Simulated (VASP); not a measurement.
Here is a VASP 6.6.1 calculation.

File INCAR:

```
SYSTEM = Pb
PREC = Accurate ; ENCUT = 520
EDIFF = 1E-6 ; ISMEAR = -1
SIGMA = 0.1 ; LREAL = .FALSE.
LASPH = .TRUE. ; NELM = 80
ALGO = Normal ; ISIF = 2
LWAVE = .FALSE. ; LCHARG = .TRUE.
GGA = B5 ; ALDAX = 1.0
AGGAX = 1.0 ; AGGAC = 1.0
ALDAC = 0.0 ; LELF = .TRUE.
LVHAR = .TRUE. ; NBANDS = 21
```

The input KPOINTS:

```
Automatic mesh
0
G
  9 9 9
  0 0 0
```

The input POSCAR:

```
Pb
1.0
    0.0000000000      3.4681188048      3.4681188048
    3.4681188048      0.0000000000      3.4681188048
    3.4681188048      3.4681188048      0.0000000000
Pb
2
Direct
    0.1250000000      0.1250000000      0.1250000000
    0.8750000000      0.8750000000      0.8750000000
```

Potentials or basis: VASP PAW PBE potentials, release 64 (Pb_d).

Run with:

```sh
$ cat potpaw_PBE.64/Pb_d/POTCAR > POTCAR
$ mpirun -np 1 vasp_std > vasp.out
```

(1) Predict the pressure.

(2) What does it give for the band gap on the k mesh?

Answers

(1) 3.6 GPa.

(2) zero (bands 14 and 15 overlap by 1.09 eV).

Caveat: the cell stands under pressure; the PAW data sets were made with another functional, which shifts forces and pressure a little; spin-orbit coupling is left out, which moves the levels of the heavy elements.
